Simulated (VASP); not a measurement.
# Au (Fm-3m) in VASP: further runs, part 2 of 2

VASP 6.6.1. The steps go on from the part before.

**3. Single point, PBE**

Contents of INCAR:

```
SYSTEM = Au
PREC = Accurate
ENCUT = 520
EDIFF = 1E-6
ISMEAR = -1
SIGMA = 0.05
LREAL = .False.
LASPH = .True.
NELM = 100
ALGO = Normal
ISIF = 2
LWAVE = .False.
LCHARG = .False.
GGA = PE
NBANDS = 12
```

Contents of KPOINTS:

```
regular mesh
0
Gamma
  17 17 17
  0 0 0
```

Contents of POSCAR:

```
Au
1.0
    0.0000000000      2.0786344967      2.0786344967
    2.0786344967      0.0000000000      2.0786344967
    2.0786344967      2.0786344967      0.0000000000
Au
1
Direct
    0.0000000000      0.0000000000      0.0000000000
```

Potentials or basis: VASP PAW PBE potentials, release 64 (Au).

The run is started by

```console
cat potpaw_PBE.64/Au/POTCAR > POTCAR
mpirun -np 1 vasp_std > vasp.out
```

OUTCAR:

```text
SYSTEM = Au
   PREC = Accurate
   ENCUT = 520
   EDIFF = 1E-6
   ISMEAR = -1
   LREAL = .False.
   LASPH = .True.
   NELM = 100
   ISIF = 2
   GGA = PE

 ion  position               nearest neighbor table
   1  0.000  0.000  0.000-

  LATTYP: Found a face centered cubic cell.
 ALAT       =     4.1572689934

  Lattice vectors:

 A1 = (   0.0000000000,   2.0786344967,   2.0786344967)
 A2 = (   2.0786344967,   0.0000000000,   2.0786344967)
 A3 = (   2.0786344967,   2.0786344967,   0.0000000000)

Analysis of symmetry for initial positions (statically):
=====================================================================
 Subroutine PRICEL returns:
 Original cell was already a primitive cell.

 Routine SETGRP: Setting up the symmetry group for a
 face centered cubic supercell.

 Subroutine GETGRP returns: Found 48 space group operations
 (whereof 48 operations were pure point group operations)
 out of a pool of 48 trial point group operations.

The static configuration has the point symmetry O_h .

Analysis of symmetry for dynamics (positions and initial velocities):
=====================================================================
 Subroutine PRICEL returns:
 Original cell was already a primitive cell.

 Routine SETGRP: Setting up the symmetry group for a
 face centered cubic supercell.

 Subroutine GETGRP returns: Found 48 space group operations
 (whereof 48 operations were pure point group operations)
 out of a pool of 48 trial point group operations.

The dynamic configuration has the point symmetry O_h .

 Subroutine INISYM returns: Found 48 space group operations
 (whereof 48 operations are pure point group operations),
 and found     1 'primitive' translations

----------------------------------------------------------------------------------------

                                     Primitive cell

  volume of cell :      17.9624

  direct lattice vectors                    reciprocal lattice vectors
     0.000000000  2.078634497  2.078634497    -0.240542530  0.240542530  0.240542530
     2.078634497  0.000000000  2.078634497     0.240542530 -0.240542530  0.240542530
     2.078634497  2.078634497  0.000000000     0.240542530  0.240542530 -0.240542530

  length of vectors
     2.939633096  2.939633096  2.939633096     0.416631883  0.416631883  0.416631883

  position of ions in fractional coordinates (direct lattice)
     0.000000000  0.000000000  0.000000000

  ion indices of the primitive-cell ions
   primitive index   ion index
                 1           1

----------------------------------------------------------------------------------------

 KPOINTS: regular mesh

Automatic generation of k-mesh.
 Grid dimensions read from file:
 generate k-points for:   17   17   17

 Generating k-lattice:

  Cartesian coordinates                     Fractional coordinates (reciprocal lattice)
    -0.014149561  0.014149561  0.014149561     0.058823529  0.000000000  0.000000000
     0.014149561 -0.014149561  0.014149561     0.000000000  0.058823529  0.000000000
     0.014149561  0.014149561 -0.014149561     0.000000000  0.000000000  0.058823529

  Length of vectors
     0.024507758  0.024507758  0.024507758

  Shift w.r.t. Gamma in fractional coordinates (k-lattice)
     0.000000000  0.000000000  0.000000000

 Subroutine IBZKPT returns following result:
 ===========================================

 Found    165 irreducible k-points:

 Following reciprocal coordinates:
            Coordinates               Weight
  0.000000  0.000000  0.000000      1.000000
  0.058824  0.000000  0.000000      8.000000
  0.117647  0.000000  0.000000      8.000000
  0.176471  0.000000  0.000000      8.000000
  0.235294  0.000000  0.000000      8.000000
  0.294118  0.000000  0.000000      8.000000
[... 16 lines left out ...]
 -0.176471  0.058824  0.000000     24.000000
 -0.117647  0.058824  0.000000     24.000000
 [... further k-points ...]
   k-points           NKPTS =    165   k-points in BZ     NKDIM =    165   number of bands    NBANDS=     12
   number of dos      NEDOS =    301   number of ions     NIONS =      1
   total plane-waves  NPLWV =  13824
   dimension x,y,z NGX =    24 NGY =   24 NGZ =   24
   dimension x,y,z NGXF=    48 NGYF=   48 NGZF=   48
   ions per type =               1
   NGX,Y,Z   is equivalent  to a cutoff of  13.57, 13.57, 13.57 a.u.
   NGXF,Y,Z  is equivalent  to a cutoff of  27.15, 27.15, 27.15 a.u.
 SYSTEM =  Au
   PREC   = accura    normal or accurate (medium, high low for compatibility)
   ISTART =      0    job   : 0-new  1-cont  2-samecut
   ICHARG =      2    charge: 1-file 2-atom 10-const
   ISPIN  =      1    spin polarized calculation?
   LNONCOLLINEAR =      F non collinear calculations
   LSORBIT =      F    spin-orbit coupling
   LASPH  =      T    aspherical Exc in radial PAW
   ENCUT  =  520.0 eV  38.22 Ry    6.18 a.u.   5.47  5.47  5.47*2*pi/ulx,y,z
   NELM   =    100;   NELMIN=  2; NELMDL= -5     # of ELM steps
   EDIFF  = 0.1E-05   stopping-criterion for ELM
   LREAL  =      F    real-space projection
   EDIFFG = 0.1E-04   stopping-criterion for IOM
   NSW    =      0    number of steps for IOM
   IBRION =     -1    ionic relax: 0-MD 1-quasi-New 2-CG
   NFREE  =      0    steps in history (QN), initial steepest desc. (CG)
   ISIF   =      2    stress and relaxation
   ISYM   =      2    0-nonsym 1-usesym 2-fastsym
   POTIM  = 0.5000    time-step for ionic-motion
   TEBEG  =    0.0;   TEEND  =   0.0 temperature during run
   PSTRESS=    0.0 pullay stress
   NELECT =      11.0000    total number of electrons
   NUPDOWN=      -1.0000    fix difference up-down
   EMIN   =  10.00;   EMAX   =-10.00  energy-range for DOS
   EFERMI =   0.00;   METHOD = LEGACY
   ISMEAR =    -1;   SIGMA  =   0.05  broadening in eV -4-tet -1-fermi 0-gaus
   EFERMI_NEDOS =   21; number of points for ismear=-14 and -15
   IALGO  =     38    algorithm
   IMIX   =      4    mixing-type and parameters
     AMIX     =   0.40;   BMIX     =  1.00
     AMIX_MAG =   1.60;   BMIX_MAG =  1.00
  volume/ion in A,a.u.               =      17.96       121.22
  Fermi-wavevector in a.u.,A,eV,Ry     =   1.390222  2.627139 26.296227  1.932718
  Thomas-Fermi vector in A             =   2.514178
   LORBIT       =      0    0 simple, 1 ext, 2 COOP (PROOUT), +10 PAW based schemes
   GGA     = PE    functional components
   LHFCALC =     F    Hartree Fock is set to
   AEXX    =    0.0000 exact exchange contribution
   IVDW    =     0    specifies the selected vdW correction
   LEPSILON=     F    determine dielectric tensor
   LRPA    =     F    only Hartree local field effects (RPA)
 non-spin polarized calculation
  energy-cutoff  :      520.00
  volume of cell :       17.96
 maximum number of plane-waves:       531
 NGX is ok and might be reduce to    24
   NGX = 11   NGY = 11   NGZ = 11

 number of electron      11.0000002 magnetization

 Free energy of the ion-electron system (eV)
  ---------------------------------------------------
  ext. energy  EPLUGINS =         0.00000000
  ---------------------------------------------------
  free energy    TOTEN  =        -3.22083863 eV

  energy without entropy =       -3.21764133  energy(sigma->0) =       -3.21923998

 E-fermi :   8.7277     XC(G=0): -12.4039

 val. band max:        8.7087100931   @ k =  -0.2941   0.2353   0.0000
 cond. band min:       8.7385395823   @ k =  -0.2353   0.2941   0.0588
 fundamental gap:      0.0298294892
 Fermi energy:         8.7276891348

 k-point     1 :       0.0000    0.0000    0.0000
  band No.  band energies     occupation
      1      -0.6906      2.00000
      2       4.1997      2.00000
      3       4.1997      2.00000
      4       4.1997      2.00000
      5       5.5789      2.00000
      6       5.5789      2.00000
      7      23.2025      0.00000
      8      26.8986      0.00000
      9      26.8986      0.00000
     10      26.8986      0.00000
     11      31.6400      0.00000
     12      35.7236      0.00000

 k-point     2 :       0.0588    0.0000    0.0000
  band No.  band energies     occupation
      1      -0.5753      2.00000
      2       4.1643      2.00000
      3       4.2383      2.00000
      4       4.2383      2.00000
      5       5.5621      2.00000
      6       5.5621      2.00000
      7      23.3273      0.00000
      8      26.1060      0.00000
      9      27.0237      0.00000
     10      27.0237      0.00000
     11      32.2424      0.00000
     12      34.4109      0.00000
[... 316 lines left out ...]
 k-point    24 :      -0.1176    0.0588    0.0000
  band No.  band energies     occupation
      1       0.0145      2.00000
      2       3.9882      2.00000
      3       4.4059      2.00000
      4       4.4310      2.00000
      5       5.3925      2.00000
      6       5.6457      2.00000
      7      23.4280      0.00000
      8      24.1251      0.00000
      9      26.6021      0.00000
     10      28.2296      0.00000
     11      30.4909      0.00000
     12      33.3466      0.00000

 [... further k-points ...]
[... 5 lines left out ...]
  --------------------------------------------------------------------------------------
  -------------------------------------------------------------------------------------
  Total       -0.0264577     -0.0264577     -0.0264577     -0.0000000     -0.0000000      0.0000000
  in kB       -2.3599285     -2.3599285     -2.3599285     -0.0000000     -0.0000000      0.0000000
  external PRESSURE =      -2.3599285 kB  Pullay stress =       0.0000000 kB

 VOLUME and BASIS-vectors are now :
 -----------------------------------------------------------------------------
  energy-cutoff  :      520.00
  volume of cell :       17.96
      direct lattice vectors                 reciprocal lattice vectors
     0.000000000  2.078634497  2.078634497    -0.240542530  0.240542530  0.240542530
     2.078634497  0.000000000  2.078634497     0.240542530 -0.240542530  0.240542530
     2.078634497  2.078634497  0.000000000     0.240542530  0.240542530 -0.240542530

 POSITION                                       TOTAL-FORCE (eV/Angst)
 -----------------------------------------------------------------------------------
      0.00000      0.00000      0.00000        -0.000000      0.000000      0.000000
 -----------------------------------------------------------------------------------
    total drift:                               -0.000000      0.000000      0.000000

  FREE ENERGIE OF THE ION-ELECTRON SYSTEM (eV)
  ---------------------------------------------------
  free  energy   TOTEN  =        -3.2208386312 eV

  energy  without entropy=       -3.2176413304  energy(sigma->0) =       -3.21923998
```

Run time: 14 s. Hardware: 1 thread of AMD EPYC 9R45 (Zen 5), shared host; peak memory 0.14 GiB.

Results:

```yaml
Free_energy: -3.2208 eV
Pressure: -0.2 GPa
Band_gap_on_the_k_mesh: zero (an odd number of electrons rules out a gap without spin polarisation)
```

Caveat: spin-orbit coupling is left out, which moves the levels of the heavy elements.

**4. Relaxation of cell and atoms, PBE**

Contents of INCAR:

```
SYSTEM = Au
PREC = Accurate
ENCUT = 600
EDIFF = 1E-6
ISMEAR = -1
SIGMA = 0.05
LREAL = .False.
LASPH = .True.
NELM = 100
ALGO = Normal
ISIF = 3
LWAVE = .False.
LCHARG = .False.
GGA = PE
IBRION = 2
NSW = 60
EDIFFG = -0.005
```

Contents of KPOINTS:

```
Automatic mesh
0
Gamma
  17 17 17
  0 0 0
```

Contents of POSCAR:

```
Au
1.0
    0.0000000000      2.0782718017      2.0782718017
    2.0782718017      0.0000000000      2.0782718017
    2.0782718017      2.0782718017      0.0000000000
Au
1
Direct
    0.0000000000      0.0000000000      0.0000000000
```

The run is started by

```console
cat potpaw_PBE.64/Au/POTCAR > POTCAR
mpirun -np 1 vasp_std > vasp.out
```

Wall time 20 s (1 thread of AMD EPYC 9R45 (Zen 5), shared host); peak memory 0.14 GiB.

It converged, with:

```
Free energy                           : -3.2208 eV
Relaxed volume                        : 17.94 Å³/atom
Relaxed cell                          : a = 2.939 Å, b = 2.939 Å, c = 2.939 Å, α = 60.00°, β = 60.00°, γ = 60.00°
Space group after relaxing (to 0.1 Å) : Fm-3m (No. 225)
Energy gained by relaxing             : 0.0 meV/atom
Ionic steps                           : 3
Pressure after relaxing               : 0.0 GPa
Band gap on the k mesh                : zero (an odd number of electrons rules out a gap without spin polarisation)
```

Final structure:
```
Au
1.0
     0.00000    2.07789    2.07789
     2.07789    0.00000    2.07789
     2.07789    2.07789    0.00000
Au
1
Direct
  0.00000 0.00000 0.00000
```

Levels at points of the mesh, in eV from the Fermi level:
```
           k point  band 2  band 3  band 4  band 5  band 6  band 7  band 8  band 9
(0.00, 0.00, 0.00)   -4.53   -4.53   -4.53   -3.15   -3.15   14.47   18.18   18.18
```

Caveat: spin-orbit coupling is left out, which moves the levels of the heavy elements.
